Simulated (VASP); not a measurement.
# Sn3Te (I4/mmm) in VASP: a series of runs, part 2 of 2

VASP 6.6.1. Earlier steps stand in the parts before.

## Step 3: Single point, PBE

This run uses another cell than the first one, of 29.00 Å³/atom.

The input, INCAR:

```
PREC     = Accurate       # precision mode
ENCUT    = 520            # plane-wave cutoff, eV
EDIFF    = 1E-6           # SCF threshold, eV
ISMEAR   = -4             # smearing method
SIGMA    = 0.1            # smearing width, eV
LREAL    = False          # projectors in reciprocal space
LASPH    = True           # aspherical terms in the spheres
NELM     = 80             # most SCF steps
ALGO     = Fast           # electronic algorithm
ISIF     = 2              # what is computed and relaxed
LWAVE    = False          # write WAVECAR
LCHARG   = False          # write CHGCAR
GGA      = PE             # functional
NBANDS   = 32             # bands
```

The input, KPOINTS:

```
regular mesh
0
Gamma
  14 14 14
```

The input, POSCAR:

```
Sn3Te
1.0
   -2.2961482799      2.2961482799      5.5012619897
    2.2961482799     -2.2961482799      5.5012619897
    2.2961482799      2.2961482799     -5.5012619897
Sn Te
3 1
Direct
    0.7500000000      0.2500000000      0.5000000000
    0.2500000000      0.7500000000      0.5000000000
    0.5000000000      0.5000000000      0.0000000000
    0.0000000000      0.0000000000      0.0000000000
```

Potentials or basis: VASP PAW PBE potentials, release 64 (Sn_d, Te).

Run with:

```console
$ cat potpaw_PBE.64/Sn_d/POTCAR potpaw_PBE.64/Te/POTCAR > POTCAR
$ mpirun -np 1 vasp_std > vasp.out
```

OUTCAR:

```text
PREC = Accurate
   ENCUT = 520
   EDIFF = 1E-6
   ISMEAR = -4
   LREAL = False
   LASPH = True
   NELM = 80
   ISIF = 2
   GGA = PE

 ion  position               nearest neighbor table
   1  0.750  0.250  0.500-   2 3.25   2 3.25   2 3.25   2 3.25   4 3.58   3 3.58   4 3.58   4 3.58
                             3 3.58   3 3.58   4 3.58   3 3.58
   2  0.250  0.750  0.500-   1 3.25   1 3.25   1 3.25   1 3.25   4 3.58   3 3.58   4 3.58   3 3.58
                             4 3.58   4 3.58   3 3.58   3 3.58
   3  0.500  0.500  0.000-   4 3.25   4 3.25   4 3.25   4 3.25   2 3.58   1 3.58   2 3.58   1 3.58
                             2 3.58   2 3.58   1 3.58   1 3.58
   4  0.000  0.000  0.000-   3 3.25   3 3.25   3 3.25   3 3.25   2 3.58   1 3.58   2 3.58   2 3.58
                             1 3.58   1 3.58   2 3.58   1 3.58

  LATTYP: Found a body centered tetragonal cell.
 ALAT       =     4.5922965598
 C/A-ratio  =     2.3958653010

  Lattice vectors:

 A1 = (  -2.2961482799,   2.2961482799,   5.5012619897)
 A2 = (   2.2961482799,  -2.2961482799,   5.5012619897)
 A3 = (   2.2961482799,   2.2961482799,  -5.5012619897)

Analysis of symmetry for initial positions (statically):
=====================================================================
 Subroutine PRICEL returns:
 Original cell was already a primitive cell.

 Routine SETGRP: Setting up the symmetry group for a
 body centered tetragonal supercell.

 Subroutine GETGRP returns: Found 16 space group operations
 (whereof 16 operations were pure point group operations)
 out of a pool of 16 trial point group operations.

The static configuration has the point symmetry D_4h.

Analysis of symmetry for dynamics (positions and initial velocities):
=====================================================================
 Subroutine PRICEL returns:
 Original cell was already a primitive cell.
[... 131 lines left out ...]
   IALGO  =     68    algorithm
   IMIX   =      4    mixing-type and parameters
     AMIX     =   0.40;   BMIX     =  1.00
     AMIX_MAG =   1.60;   BMIX_MAG =  1.00
  volume/ion in A,a.u.               =      29.00       195.73
  Fermi-wavevector in a.u.,A,eV,Ry     =   1.219873  2.305225 20.246686  1.488089
  Thomas-Fermi vector in A             =   2.355110
   LORBIT       =      0    0 simple, 1 ext, 2 COOP (PROOUT), +10 PAW based schemes
   GGA     = PE    functional components
   LHFCALC =     F    Hartree Fock is set to
   AEXX    =    0.0000 exact exchange contribution
   IVDW    =     0    specifies the selected vdW correction
   LEPSILON=     F    determine dielectric tensor
   LRPA    =     F    only Hartree local field effects (RPA)
 non-spin polarized calculation
 RMM-DIIS sequential band-by-band and
 Fermi weights with tetrahedron method witout Bloechl corrections
  energy-cutoff  :      520.00
  volume of cell :      116.02
 maximum number of plane-waves:      3164
   NGX = 23   NGY = 23   NGZ = 23

 number of electron      47.9999996 magnetization

 Free energy of the ion-electron system (eV)
  ---------------------------------------------------
  ext. energy  EPLUGINS =         0.00000000
  ---------------------------------------------------
  free energy    TOTEN  =       -14.42337498 eV

  energy without entropy =      -14.42337498  energy(sigma->0) =      -14.42337498

 E-fermi :   7.5985     XC(G=0): -10.0240

 val. band max:        7.8316428502   @ k =  -0.2857   0.3571   0.1429
 cond. band min:       7.4480640940   @ k =   0.3571   0.2143   0.0000
 fundamental gap:     -0.3835787562
 Fermi energy:         7.5985010202

 k-point     1 :       0.0000    0.0000    0.0000
  band No.  band energies     occupation
      1     -14.1546      2.00000
      2     -14.1355      2.00000
      3     -14.1218      2.00000
      4     -14.1152      2.00000
      5     -14.1076      2.00000
      6     -14.1076      2.00000
[... 829 lines left out ...]
     31      13.1429      0.00000
     32      13.3066      0.00000

 [... further k-points ...]

------------------------ aborting loop because EDIFF is reached ----------------------------------------

  FORCE on cell =-STRESS in cart. coord.  units (eV):
  Direction    XX          YY          ZZ          XY          YZ          ZX
  --------------------------------------------------------------------------------------
  -------------------------------------------------------------------------------------
  Total        0.0956268      0.0956268     -0.0302837      0.0000000      0.0000000     -0.0000000
  in kB        1.3205898      1.3205898     -0.4182132      0.0000000      0.0000000     -0.0000000
  external PRESSURE =       0.7409888 kB  Pullay stress =       0.0000000 kB

 VOLUME and BASIS-vectors are now :
 -----------------------------------------------------------------------------
  energy-cutoff  :      520.00
  volume of cell :      116.02
      direct lattice vectors                 reciprocal lattice vectors
    -2.296148280  2.296148280  5.501261990     0.000000000  0.217755972  0.090888236
     2.296148280 -2.296148280  5.501261990     0.217755972  0.000000000  0.090888236
     2.296148280  2.296148280 -5.501261990     0.217755972  0.217755972  0.000000000

 POSITION                                       TOTAL-FORCE (eV/Angst)
 -----------------------------------------------------------------------------------
      0.00000      2.29615      2.75063        -0.000000     -0.000000     -0.000000
      2.29615      0.00000      2.75063         0.000000      0.000000      0.000000
      0.00000      0.00000      5.50126         0.000000      0.000000     -0.000000
      0.00000      0.00000      0.00000         0.000000      0.000000     -0.000000
 -----------------------------------------------------------------------------------
    total drift:                                0.000000     -0.000000      0.000000

  FREE ENERGIE OF THE ION-ELECTRON SYSTEM (eV)
  ---------------------------------------------------
  free  energy   TOTEN  =       -14.4233749816 eV

  energy  without entropy=      -14.4233749816  energy(sigma->0) =      -14.42337498
```

OSZICAR:

```text
N       E                     dE             d eps       ncg     rms          rms(c)
DAV:   1     0.444278011690E+03    0.44428E+03   -0.23262E+04 16152   0.209E+03
DAV:   2     0.428674604120E+02   -0.40141E+03   -0.38917E+03 15656   0.542E+02
DAV:   3    -0.119974808862E+02   -0.54865E+02   -0.53095E+02 18816   0.171E+02
DAV:   4    -0.143932894973E+02   -0.23958E+01   -0.23850E+01 17576   0.383E+01
DAV:   5    -0.144794504897E+02   -0.86161E-01   -0.86156E-01 23600   0.747E+00    0.621E+00
RMM:   6    -0.144338452077E+02    0.45605E-01   -0.60387E-02 18706   0.200E+00    0.376E+00
RMM:   7    -0.144238496973E+02    0.99955E-02   -0.47940E-02 18377   0.155E+00    0.360E-01
RMM:   8    -0.144230921382E+02    0.75756E-03   -0.72177E-03 20342   0.854E-01    0.833E-02
RMM:   9    -0.144233289775E+02   -0.23684E-03   -0.24301E-03 22728   0.363E-01    0.782E-02
RMM:  10    -0.144233723401E+02   -0.43363E-04   -0.43897E-04 24846   0.153E-01    0.456E-02
RMM:  11    -0.144233765473E+02   -0.42072E-05   -0.65967E-05 25036   0.530E-02    0.997E-03
RMM:  12    -0.144233751427E+02    0.14045E-05   -0.97500E-06 18818   0.223E-02    0.514E-03
RMM:  13    -0.144233749816E+02    0.16116E-06   -0.36810E-06 14332   0.125E-02
   1 F= -.14423375E+02 E0= -.14423375E+02  d E =0.000000E+00
```

It took 9.9 min on 1 thread of Intel Xeon 6975P-C (Granite Rapids), shared host; peak memory 0.88 GiB.

Results:

```yaml
Free_energy: -14.4234 eV
Pressure: 0.1 GPa
Band_gap_on_the_k_mesh: zero (bands 24 and 25 overlap by 1.08 eV)
```

Levels at points of the mesh, in eV from the Fermi level:
```tsv
k point	band 21	band 22	band 23	band 24	band 25	band 26	band 27	band 28
(0.00, 0.00, 0.00)	-3.13	-3.13	-1.65	-1.65	-0.38	0.36	2.63	2.63
(0.50, 0.00, 0.00)	-2.29	-1.94	-0.91	-0.69	0.64	1.04	1.04	1.22
(0.50, 0.50, 0.00)	-4.69	-3.22	-2.48	-1.61	-0.53	2.53	2.66	4.83
(0.50, 0.50, 0.50)	-3.79	-1.09	-0.18	-0.18	0.51	1.50	1.98	3.46
```

Caveat: spin-orbit coupling is left out, which moves the levels of the heavy elements.
